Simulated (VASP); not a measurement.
# TaN: single point with PBEsol

Crystal: TaN.

```xyz
2
Lattice="3.0201 0.0000 0.0000 -1.5100 2.6155 0.0000 0.0000 0.0000 2.9062" Properties=species:S:1:pos:R:3 pbc="T T T"
Ta    0.0000    1.7436    1.4531
N     0.0000    0.0000    0.0000
```

```json
{"Program": "VASP 6.6.1", "Task": "single point", "Functional": "PBEsol", "Potentials or basis": "VASP PAW PBE potentials, release 64 (Ta_pv, N)", "Cutoff": "520 eV", "k mesh": "21 × 21 × 18", "Occupations": "gaussian, width 0.15 eV", "Spin": "no spin polarisation"}
```

```
Pressure               : -22.6 GPa
Band gap on the k mesh : zero (bands 8 and 9 overlap by 0.31 eV)
```

Stress tensor (GPa, compression positive):
```
-25.49   0.00   0.00
  0.00 -25.49   0.00
  0.00   0.00 -16.84
```

Levels at points of the mesh, in eV from the Fermi level:
| k point | band 6 | band 7 | band 8 | band 9 | band 10 | band 11 |
| --- | --- | --- | --- | --- | --- | --- |
| (0.00, 0.00, 0.00) | -4.43 | -3.89 | -2.70 | 1.61 | 3.42 | 3.42 |
| (0.00, 0.00, 0.50) | -3.66 | -3.66 | -0.06 | -0.06 | 2.53 | 3.00 |

Wall time 2.4 min on 1 thread of Intel Xeon 8259CL (shared host), peak memory 0.28 GiB.

Caveat: the cell stands under tension; the PAW data sets were made with another functional, which shifts forces and pressure a little; spin-orbit coupling is left out, which moves the levels of the heavy elements.
